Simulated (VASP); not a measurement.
Wanted: the native input for a VASP 6.6.1 run.

```
Task                   : single point
Functional             : PBE
Dispersion             : D3(BJ)
Potentials or basis    : VASP PAW PBE potentials, release 64 (Se, W_sv)
Cutoff                 : 520 eV
k mesh                 : 3 × 3 × 1
Occupations            : gaussian, width 0.05 eV
Spin                   : no spin polarisation
Dipole correction      : yes
Further INCAR settings : LREAL = Auto; ALGO = Normal; EDIFF = 1e-06; NBANDS = 122
```

The structure of WSe2 lies in POSCAR:

```
WSe2
1.0
    6.5580551065      0.0000000000      0.0000000000
   -3.2790275533      5.6794423217      0.0000000000
    0.0000000000      0.0000000000     25.7630503180
Se W
16 8
Direct
    0.1666666667      0.3333333333      0.3105222364
    0.1666666667      0.8333333333      0.3105222364
    0.6666666667      0.3333333333      0.3105222364
    0.6666666667      0.8333333333      0.3105222364
    0.1666666667      0.3333333333      0.4412810048
    0.1666666667      0.8333333333      0.4412810048
    0.6666666667      0.3333333333      0.4412810048
    0.6666666667      0.8333333333      0.4412810048
    0.3333333333      0.1666666667      0.5589369779
    0.3333333333      0.6666666667      0.5589369779
    0.8333333333      0.1666666667      0.5589369779
    0.8333333333      0.6666666667      0.5589369779
    0.3333333333      0.1666666667      0.6898193443
    0.3333333333      0.6666666667      0.6898193443
    0.8333333333      0.1666666667      0.6898193443
    0.8333333333      0.6666666667      0.6898193443
    0.3333333333      0.1666666667      0.3759016206
    0.3333333333      0.6666666667      0.3759016206
    0.8333333333      0.1666666667      0.3759016206
    0.8333333333      0.6666666667      0.3759016206
    0.1666666667      0.3333333333      0.6243661155
    0.1666666667      0.8333333333      0.6243661155
    0.6666666667      0.3333333333      0.6243661155
    0.6666666667      0.8333333333      0.6243661155
```

One way to write it, as run:

INCAR

```
ALGO = Normal
DIPOL = 0.5 0.5 0.500
EDIFF = 1E-6
ENCUT = 520
GGA = PE
IDIPOL = 3
ISIF = 2
ISMEAR = 0
IVDW = 12
LASPH = True
LCHARG = True
LDIPOL = True
LELF = True
LREAL = Auto
LVACPOTAV = True
LVHAR = True
LWAVE = False
NBANDS = 122
NELM = 60
PREC = Accurate
SIGMA = 0.05
```

KPOINTS

```
k-points
0
Gamma
  3 3 1
```

Potentials or basis: VASP PAW PBE potentials, release 64 (Se, W_sv).

Command:

```sh
$ cat potpaw_PBE.64/Se/POTCAR potpaw_PBE.64/W_sv/POTCAR > POTCAR
$ mpirun -np 1 vasp_std > vasp.out
```

It gave:

* Largest force: 0.083 eV/Å
* Band gap on the k mesh: 1.28 eV
* Dispersion energy per atom: -0.405 eV

Caveat: spin-orbit coupling is left out, which moves the levels of the heavy elements.

It took 18 min on 1 thread of Intel(R) Xeon(R) Platinum 8259CL CPU @ 2.50GHz (Skylake/Cascade Lake), on a shared host, peak memory 0.99 GiB.
